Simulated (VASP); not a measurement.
A run of VASP 6.6.1 is set up as follows.

INCAR

```
SYSTEM = MgO
PREC = Accurate
ENCUT = 520
EDIFF = 1E-6
ISMEAR = 0
SIGMA = 0.01
LREAL = .False.
LASPH = .True.
NELM = 60
ALGO = Normal
ISIF = 2
LWAVE = .False.
LCHARG = .True.
GGA = CA
LELF = .True.
LVHAR = .True.
NBANDS = 11
```

KPOINTS

```
Automatic mesh
0
Gamma
  10 10 10
  0 0 0
```

POSCAR

```
MgO
1.0
    0.0000000000      2.0795508132      2.0795508132
    2.0795508132      0.0000000000      2.0795508132
    2.0795508132      2.0795508132      0.0000000000
Mg O
1 1
Direct
    0.0000000000      0.0000000000      0.0000000000
    0.5000000000      0.5000000000      0.5000000000
```

Potentials or basis: VASP PAW LDA potentials, release 64 (Mg, O).

Launch:

```console
$ cat potpaw_LDA.64/Mg/POTCAR potpaw_LDA.64/O/POTCAR > POTCAR
$ mpirun -np 1 vasp_std > vasp.out
```

Problem. Predict the band gap on the k mesh.

Solution. 5.04 eV, direct.

Problem. Estimate the pressure.

Solution. -1.7 GPa.
